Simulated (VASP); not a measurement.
# La in VASP: further runs

Runs on La. Level: PBE. Tasks: single point, relaxation of cell and atoms.

Program: VASP 6.6.1. These are calculated values, not measurements. Logs are shortened: lines on timing, memory, paths and dates and some standing lists are left out, and cuts for length are marked.

## (1) The cell of the first run

It takes space group P4/mmm (No. 123, tetragonal). Conventional cell: a = 3.281 Å, b = 3.281 Å, c = 3.401 Å, α = 90.00°, β = 90.00°, γ = 90.00°. La (site symmetry 4/mmm) has 6 La at 3.28 to 3.40 Å within 4.3 Å.

The cell was built from a structure type or drawn by symmetry, and may not be a known phase.

## (2) Single point, PBE

File INCAR:

```
ALGO = Normal
EDIFF = 1E-7
ENCUT = 520
GGA = PE
ISIF = 2
ISMEAR = 0
LASPH = T
LCHARG = F
LREAL = F
LWAVE = F
NBANDS = 12
NELM = 80
PREC = Accurate
SIGMA = 0.1
```

File KPOINTS:

```
k-points
0
Gamma
  6 6 6
```

File POSCAR:

```
La
1.0
    3.2811011413      0.0000000000      0.0000000000
    0.0000000000      3.2811011413      0.0000000000
    0.0000000000      0.0000000000      3.4013232662
La
1
Direct
    0.5000000000      0.5000000000      0.0000000000
```

Potentials or basis: VASP PAW PBE potentials, release 64 (La).

Launch:

```
$ cat potpaw_PBE.64/La/POTCAR > POTCAR
$ mpirun -np 1 vasp_std > vasp.out
```

OUTCAR:

```text
EDIFF = 1E-7
   ENCUT = 520
   GGA = PE
   ISIF = 2
   ISMEAR = 0
   LASPH = T
   LREAL = F
   NELM = 80
   PREC = Accurate

 ion  position               nearest neighbor table
   1  0.500  0.500  0.000-

  LATTYP: Found a simple tetragonal cell.
 ALAT       =     3.2811011413
 C/A-ratio  =     1.0366407860

  Lattice vectors:

 A1 = (   3.2811011413,   0.0000000000,   0.0000000000)
 A2 = (   0.0000000000,   3.2811011413,   0.0000000000)
 A3 = (   0.0000000000,   0.0000000000,   3.4013232662)

Analysis of symmetry for initial positions (statically):
=====================================================================
 Subroutine PRICEL returns:
 Original cell was already a primitive cell.

 Routine SETGRP: Setting up the symmetry group for a
 simple tetragonal supercell.

 Subroutine GETGRP returns: Found 16 space group operations
 (whereof 16 operations were pure point group operations)
 out of a pool of 16 trial point group operations.

The static configuration has the point symmetry D_4h.

Analysis of symmetry for dynamics (positions and initial velocities):
=====================================================================
 Subroutine PRICEL returns:
 Original cell was already a primitive cell.

 Routine SETGRP: Setting up the symmetry group for a
 simple tetragonal supercell.

 Subroutine GETGRP returns: Found 16 space group operations
 (whereof 16 operations were pure point group operations)
 out of a pool of 16 trial point group operations.

The dynamic configuration has the point symmetry D_4h.

 Subroutine INISYM returns: Found 16 space group operations
 (whereof 16 operations are pure point group operations),
 and found     1 'primitive' translations

----------------------------------------------------------------------------------------

                                     Primitive cell

  volume of cell :      36.6174

  direct lattice vectors                    reciprocal lattice vectors
     3.281101141  0.000000000  0.000000000     0.304775731  0.000000000  0.000000000
     0.000000000  3.281101141  0.000000000     0.000000000  0.304775731  0.000000000
     0.000000000  0.000000000  3.401323266     0.000000000  0.000000000  0.294003222

  length of vectors
     3.281101141  3.281101141  3.401323266     0.304775731  0.304775731  0.294003222

  position of ions in fractional coordinates (direct lattice)
     0.500000000  0.500000000  0.000000000

  ion indices of the primitive-cell ions
   primitive index   ion index
                 1           1

----------------------------------------------------------------------------------------

 KPOINTS: k-points

Automatic generation of k-mesh.
 Grid dimensions read from file:
 generate k-points for:    6    6    6

 Generating k-lattice:

  Cartesian coordinates                     Fractional coordinates (reciprocal lattice)
     0.050795955  0.000000000  0.000000000     0.166666667  0.000000000  0.000000000
     0.000000000  0.050795955  0.000000000     0.000000000  0.166666667  0.000000000
     0.000000000  0.000000000  0.049000537     0.000000000  0.000000000  0.166666667

  Length of vectors
     0.050795955  0.050795955  0.049000537

  Shift w.r.t. Gamma in fractional coordinates (k-lattice)
     0.000000000  0.000000000  0.000000000

 Subroutine IBZKPT returns following result:
 ===========================================

 Found     40 irreducible k-points:

 Following reciprocal coordinates:
            Coordinates               Weight
  0.000000  0.000000  0.000000      1.000000
  0.166667  0.000000  0.000000      4.000000
  0.333333  0.000000  0.000000      4.000000
  0.500000  0.000000  0.000000      2.000000
  0.166667  0.166667  0.000000      4.000000
  0.333333  0.166667  0.000000      8.000000
[... 16 lines left out ...]
  0.333333  0.000000  0.333333      8.000000
  0.500000  0.000000  0.333333      4.000000
 [... further k-points ...]
   k-points           NKPTS =     40   k-points in BZ     NKDIM =     40   number of bands    NBANDS=     12
   number of dos      NEDOS =    301   number of ions     NIONS =      1
   total plane-waves  NPLWV =  16128
   dimension x,y,z NGX =    24 NGY =   24 NGZ =   28
   dimension x,y,z NGXF=    48 NGYF=   48 NGZF=   56
   ions per type =               1
   NGX,Y,Z   is equivalent  to a cutoff of  12.16, 12.16, 13.69 a.u.
   NGXF,Y,Z  is equivalent  to a cutoff of  24.32, 24.32, 27.37 a.u.
 SYSTEM =  unknown system
   PREC   = accura    normal or accurate (medium, high low for compatibility)
   ISTART =      0    job   : 0-new  1-cont  2-samecut
   ICHARG =      2    charge: 1-file 2-atom 10-const
   ISPIN  =      1    spin polarized calculation?
   LNONCOLLINEAR =      F non collinear calculations
   LSORBIT =      F    spin-orbit coupling
   LASPH  =      T    aspherical Exc in radial PAW
   ENCUT  =  520.0 eV  38.22 Ry    6.18 a.u.   6.10  6.10  6.32*2*pi/ulx,y,z
   NELM   =     80;   NELMIN=  2; NELMDL= -5     # of ELM steps
   EDIFF  = 0.1E-06   stopping-criterion for ELM
   LREAL  =      F    real-space projection
   EDIFFG = 0.1E-05   stopping-criterion for IOM
   NSW    =      0    number of steps for IOM
   IBRION =     -1    ionic relax: 0-MD 1-quasi-New 2-CG
   NFREE  =      0    steps in history (QN), initial steepest desc. (CG)
   ISIF   =      2    stress and relaxation
   ISYM   =      2    0-nonsym 1-usesym 2-fastsym
   POTIM  = 0.5000    time-step for ionic-motion
   TEBEG  =    0.0;   TEEND  =   0.0 temperature during run
   PSTRESS=    0.0 pullay stress
   NELECT =      11.0000    total number of electrons
   NUPDOWN=      -1.0000    fix difference up-down
   EMIN   =  10.00;   EMAX   =-10.00  energy-range for DOS
   EFERMI =   0.00;   METHOD = LEGACY
   ISMEAR =     0;   SIGMA  =   0.10  broadening in eV -4-tet -1-fermi 0-gaus
   EFERMI_NEDOS =   21; number of points for ismear=-14 and -15
   IALGO  =     38    algorithm
   IMIX   =      4    mixing-type and parameters
     AMIX     =   0.40;   BMIX     =  1.00
     AMIX_MAG =   1.60;   BMIX_MAG =  1.00
  volume/ion in A,a.u.               =      36.62       247.11
  Fermi-wavevector in a.u.,A,eV,Ry     =   1.096419  2.071932 16.356044  1.202135
  Thomas-Fermi vector in A             =   2.232761
   LORBIT       =      0    0 simple, 1 ext, 2 COOP (PROOUT), +10 PAW based schemes
   GGA     = PE    functional components
   LHFCALC =     F    Hartree Fock is set to
   AEXX    =    0.0000 exact exchange contribution
   IVDW    =     0    specifies the selected vdW correction
   LEPSILON=     F    determine dielectric tensor
   LRPA    =     F    only Hartree local field effects (RPA)
 non-spin polarized calculation
 Gauss-broadening in eV      SIGMA  =   0.10
  energy-cutoff  :      520.00
  volume of cell :       36.62
 maximum number of plane-waves:      1002
   NGX = 13   NGY = 13   NGZ = 13

 number of electron      11.0000002 magnetization

 Free energy of the ion-electron system (eV)
  ---------------------------------------------------
  ext. energy  EPLUGINS =         0.00000000
  ---------------------------------------------------
  free energy    TOTEN  =        -4.37346671 eV

  energy without entropy =       -4.36393221  energy(sigma->0) =       -4.36869946

 E-fermi :   7.8134     XC(G=0):  -9.5662

 val. band max:        7.7983535806   @ k =   0.3333   0.3333   0.0000
 cond. band min:       7.8888358590   @ k =   0.3333   0.3333   0.3333
 fundamental gap:      0.0904822784
 Fermi energy:         7.8133644448

 k-point     1 :       0.0000    0.0000    0.0000
  band No.  band energies     occupation
      1     -25.2877      2.00000
      2      -8.1572      2.00000
      3      -7.9072      2.00000
      4      -7.9072      2.00000
      5       5.0168      2.00000
      6       6.7015      2.00000
      7       6.7265      2.00000
      8       9.6680      0.00000
      9       9.7422      0.00000
     10       9.7422      0.00000
     11       9.8511      0.00000
     12       9.9645      0.00000

 k-point     2 :       0.1667    0.0000    0.0000
  band No.  band energies     occupation
      1     -25.2226      2.00000
      2      -8.5021      2.00000
      3      -8.1022      2.00000
      4      -7.8541      2.00000
      5       5.5646      2.00000
      6       6.8976      2.00000
      7       7.6832      1.93440
      8       9.6539      0.00000
      9       9.6974      0.00000
     10       9.7802      0.00000
     11       9.8296      0.00000
     12       9.8679      0.00000

 k-point     3 :       0.3333    0.0000    0.0000
  band No.  band energies     occupation
      1     -25.0877      2.00000
      2      -9.5304      2.00000
      3      -7.9895      2.00000
      4      -7.7455      2.00000
      5       6.5291      2.00000
      6       7.3313      2.00000
      7       9.3199      0.00000
      8       9.4157      0.00000
      9       9.7651      0.00000
     10       9.7829      0.00000
     11       9.8654      0.00000
     12       9.9571      0.00000

 k-point     4 :       0.5000    0.0000    0.0000
  band No.  band energies     occupation
      1     -25.0177      2.00000
      2      -9.9881      2.00000
      3      -7.9316      2.00000
      4      -7.6899      2.00000
      5       7.2695      2.00000
      6       7.6194      1.99392
      7       8.7316      0.00000
      8       9.2221      0.00000
      9       9.7963      0.00000
     10       9.9004      0.00000
     11      10.0484      0.00000
     12      10.3264      0.00000

 k-point     5 :       0.1667    0.1667    0.0000
  band No.  band energies     occupation
      1     -25.1579      2.00000
      2      -8.4650      2.00000
      3      -8.4142      2.00000
      4      -8.0480      2.00000
      5       6.0959      2.00000
      6       7.5804      1.99901
      7       8.0092      0.00561
      8       9.4427      0.00000
      9       9.7084      0.00000
     10       9.7336      0.00000
     11       9.8076      0.00000
     12       9.8797      0.00000
[... 228 lines left out ...]
      1     -25.1474      2.00000
      2      -9.4182      2.00000
      3      -7.7903      2.00000
      4      -7.7903      2.00000
      5       6.5002      2.00000
      6       7.1857      2.00000
      7       9.1782      0.00000
      8       9.3839      0.00000
      9       9.4429      0.00000
     10       9.8182      0.00000
     11       9.8182      0.00000
     12      10.1166      0.00000

 k-point    22 :       0.1667    0.0000    0.3333
  band No.  band energies     occupation
      1     -25.0835      2.00000
      2      -9.3432      2.00000
      3      -8.3601      2.00000
      4      -7.7392      2.00000
      5       6.8958      2.00000
      6       7.7886      1.27399
      7       8.6552      0.00000
      8       9.3914      0.00000
      9       9.5199      0.00000
     10       9.7441      0.00000
     11       9.8743      0.00000
     12      10.0284      0.00000

 k-point    23 :       0.3333    0.0000    0.3333
  band No.  band energies     occupation
      1     -24.9513      2.00000
      2      -9.3577      2.00000
      3      -9.1837      2.00000
      4      -7.6347      2.00000
      5       6.5291      2.00000
      6       7.6925      1.91272
      7       9.3810      0.00000
      8       9.5082      0.00000
      9       9.6578      0.00000
     10       9.8076      0.00000
     11       9.9337      0.00000
     12      10.0429      0.00000

 k-point    24 :       0.5000    0.0000    0.3333
  band No.  band energies     occupation
      1     -24.8827      2.00000
      2      -9.8010      2.00000
      3      -9.1044      2.00000
      4      -7.5813      2.00000
      5       6.0197      2.00000
      6       8.0367      0.00158
      7       9.1964      0.00000
      8       9.4898      0.00000
      9       9.8187      0.00000
     10       9.8394      0.00000
     11       9.8959      0.00000
     12      10.1290      0.00000

 [... further k-points ...]

------------------------ aborting loop because EDIFF is reached ----------------------------------------

  FORCE on cell =-STRESS in cart. coord.  units (eV):
  Direction    XX          YY          ZZ          XY          YZ          ZX
  --------------------------------------------------------------------------------------
  -------------------------------------------------------------------------------------
  Total        0.0469761      0.0469761     -0.0056506      0.0000000      0.0000000      0.0000000
  in kB        2.0554211      2.0554211     -0.2472388      0.0000000      0.0000000      0.0000000
  external PRESSURE =       1.2878678 kB  Pullay stress =       0.0000000 kB

 VOLUME and BASIS-vectors are now :
 -----------------------------------------------------------------------------
  energy-cutoff  :      520.00
  volume of cell :       36.62
      direct lattice vectors                 reciprocal lattice vectors
     3.281101141  0.000000000  0.000000000     0.304775731  0.000000000  0.000000000
     0.000000000  3.281101141  0.000000000     0.000000000  0.304775731  0.000000000
     0.000000000  0.000000000  3.401323266     0.000000000  0.000000000  0.294003222

 POSITION                                       TOTAL-FORCE (eV/Angst)
 -----------------------------------------------------------------------------------
      1.64055      1.64055      0.00000         0.000000      0.000000      0.000000
 -----------------------------------------------------------------------------------
    total drift:                                0.000000     -0.000000     -0.000000

  FREE ENERGIE OF THE ION-ELECTRON SYSTEM (eV)
  ---------------------------------------------------
  free  energy   TOTEN  =        -4.3734667139 eV

  energy  without entropy=       -4.3639322070  energy(sigma->0) =       -4.36869946
```

Run time: 9.6 s. Hardware: 1 thread of Intel Xeon 6975P-C (Granite Rapids), shared host; peak memory 0.16 GiB.

What came out:

| Property | Result |
| --- | --- |
| Free energy | -4.3735 eV |
| Pressure | 0.1 GPa |
| Band gap on the k mesh | zero (an odd number of electrons rules out a gap without spin polarisation) |

Levels at points of the mesh, in eV from the Fermi level:
```
           k point  band 3  band 4  band 5  band 6  band 7  band 8  band 9  band 10
(0.00, 0.00, 0.00)  -15.72  -15.72   -2.80   -1.11   -1.09    1.85    1.93     1.93
(0.50, 0.00, 0.00)  -15.74  -15.50   -0.54   -0.19    0.92    1.41    1.98     2.09
(0.50, 0.50, 0.00)  -17.47  -15.53   -2.47    0.78    1.48    1.48    1.98     2.11
(0.00, 0.00, 0.50)  -15.56  -15.56   -0.72   -0.42    0.98    1.43    2.03     2.03
(0.50, 0.00, 0.50)  -17.26  -15.36   -2.37    0.51    1.42    1.50    2.05     2.06
(0.50, 0.50, 0.50)  -17.25  -16.96   -1.30   -0.95   -0.95    1.22    1.97     1.97
```

Caveat: spin-orbit coupling is left out, which moves the levels of the heavy elements.

(Continued in part 2 of 2.)
